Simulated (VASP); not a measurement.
The system is HgF3.

```xyz
4
Lattice="0.0000 2.8632 2.8632 2.8632 0.0000 2.8632 2.8632 2.8632 0.0000" Properties=species:S:1:pos:R:3 pbc="T T T"
Hg    0.0000    0.0000    0.0000
F     1.4316    1.4316    1.4316
F     4.2948    4.2948    4.2948
F     2.8632    2.8632    2.8632
```

Base run:

- Program: VASP 6.6.1
- Functional: PBE
- Potentials or basis: VASP PAW PBE potentials, release 64 (Hg, F)
- Cutoff: 520 eV
- k mesh: 12 × 12 × 12
- Occupations: gaussian, width 0.1 eV
- Spin: no spin polarisation

Its results: pressure 1.5 GPa.

Task: The run is repeated on the same cell with these changes: functional from PBE to r2SCAN; further incar settings from ALGO = Normal; EDIFF = 1e-07; NBANDS = 24 to ALGO = Normal; EDIFF = 1e-06; NBANDS = 24. What comes out?

Result: Pressure -4.7 GPa.

Caveats: an odd number of electrons without spin polarisation forces a metal; a magnetic or distorted state may lie lower; the PAW data sets were made with another functional, which shifts forces and pressure a little (some runs).
